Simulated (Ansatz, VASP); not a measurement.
# Two plane-wave programs on Al

INCAR

```
  PREC = Accurate
  ENCUT = 520
  EDIFF = 1E-6
  ISMEAR = 0
  SIGMA = 0.15
  LREAL = F
  LASPH = T
  NELM = 100
  ALGO = Fast
  ISIF = 2
  LWAVE = F
  LCHARG = F
  GGA = PE
  NBANDS = 22
```

KPOINTS

```
regular mesh
0
Gamma
  10 10 10
```

The input POSCAR:

```
Al
1.0
   -4.0479600000      4.0479600000      0.0000000000
   -4.0479600000      0.0000000000      4.0479600000
    0.0000000000      4.0479600000      4.0479600000
Al
8
Direct
    0.0000000000      0.0000000000      0.0000000000
    0.5000000000      0.0000000000      0.0000000000
    0.0000000000      0.5000000000      0.0000000000
    0.0000000000      0.0000000000      0.5000000000
    0.5000000000      0.5000000000      0.0000000000
    0.5000000000      0.0000000000      0.5000000000
    0.0000000000      0.5000000000      0.5000000000
    0.5000000000      0.5000000000      0.5000000000
```

Input for Ansatz:

```yaml
crystal:
  lattice:
    - [-4.04796, 4.04796, 0.0]
    - [-4.04796, 0.0, 4.04796]
    - [0.0, 4.04796, 4.04796]
  atoms:
    - { symbol: Al, position: [0.0, 0.0, 0.0] }
    - { symbol: Al, position: [0.5, 0.0, 0.0] }
    - { symbol: Al, position: [0.0, 0.5, 0.0] }
    - { symbol: Al, position: [0.0, 0.0, 0.5] }
    - { symbol: Al, position: [0.5, 0.5, 0.0] }
    - { symbol: Al, position: [0.5, 0.0, 0.5] }
    - { symbol: Al, position: [0.0, 0.5, 0.5] }
    - { symbol: Al, position: [0.5, 0.5, 0.5] }
basis:
  ecutwfc: 420
kpoints:
  mp_grid: { grid: [10, 10, 10] }
hamiltonian:
  xc: pbe
scf:
  occupations: { method: gaussian, width: 0.15 }
output:
  forces: true
  stress: true
  eigenvalues: true
```

Alike in both runs: task single point; functional PBE; k mesh 10 × 10 × 10; occupations gaussian, width 0.15 eV; no spin polarisation.

|  | VASP | Ansatz |
| --- | --- | --- |
| version | VASP 6.6.1 | Ansatz 0.2.0 |
| potentials or method | VASP PAW PBE potentials, release 64 (Al), cutoff 520 eV | scalar-relativistic, plane waves, PAW |
| valence electrons in the cell | 24 | 24 |

Ansatz gave:

```
gap on the k mesh at the Fermi level (eV) : none
pressure (GPa)                            : -0.4
```

Question: What did VASP give for the same quantities?

Answer: gap on the k mesh at the Fermi level (eV): none; pressure (GPa): -0.5.

A gap of «none» marks a metal or a gap that the smearing closes.
